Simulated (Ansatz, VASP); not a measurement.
NaGa3Sb3 in VASP and in Ansatz

```xyz
14
Lattice="7.3347 0.0000 0.0000 0.0000 7.3347 0.0000 0.0000 0.0000 7.3347" Properties=species:S:1:pos:R:3 pbc="T T T"
Na    3.6673    3.6673    3.6673
Na    0.0000    0.0000    0.0000
Ga    3.6673    0.0000    5.5010
Ga    5.5010    3.6673    0.0000
Ga    0.0000    5.5010    3.6673
Ga    3.6673    0.0000    1.8337
Ga    1.8337    3.6673    0.0000
Ga    0.0000    1.8337    3.6673
Sb    0.0000    3.6673    5.5010
Sb    5.5010    0.0000    3.6673
Sb    3.6673    5.5010    0.0000
Sb    0.0000    3.6673    1.8337
Sb    1.8337    0.0000    3.6673
Sb    3.6673    1.8337    0.0000
```

Alike in both runs: task single point; functional PBE; k mesh 4 × 4 × 4; occupations gaussian, width 0.1 eV; no spin polarisation.

|  | VASP | Ansatz |
| --- | --- | --- |
| version | VASP 6.6.1 | Ansatz 0.2.0 |
| potentials or method | VASP PAW PBE potentials, release 64 (Na_pv, Ga_d, Sb), cutoff 520 eV | scalar-relativistic, plane waves, PAW |
| valence electrons in the cell | 122 | 186 |

|  | VASP | Ansatz | Ansatz less VASP |
| --- | --- | --- | --- |
| gap on the k mesh at the Fermi level (eV) | none | none | - |
| pressure (GPa) | 6.7 | 6.6 | -0.09 |

A gap of «none» marks a metal or a gap that the smearing closes. With one functional, cell and mesh, what is left measures potentials, basis and numerics. VASP's potentials hold 122 valence electrons a cell and Ansatz's 186, so a difference there can come from the potentials and not from the codes.

Neither program's run includes spin-orbit coupling.
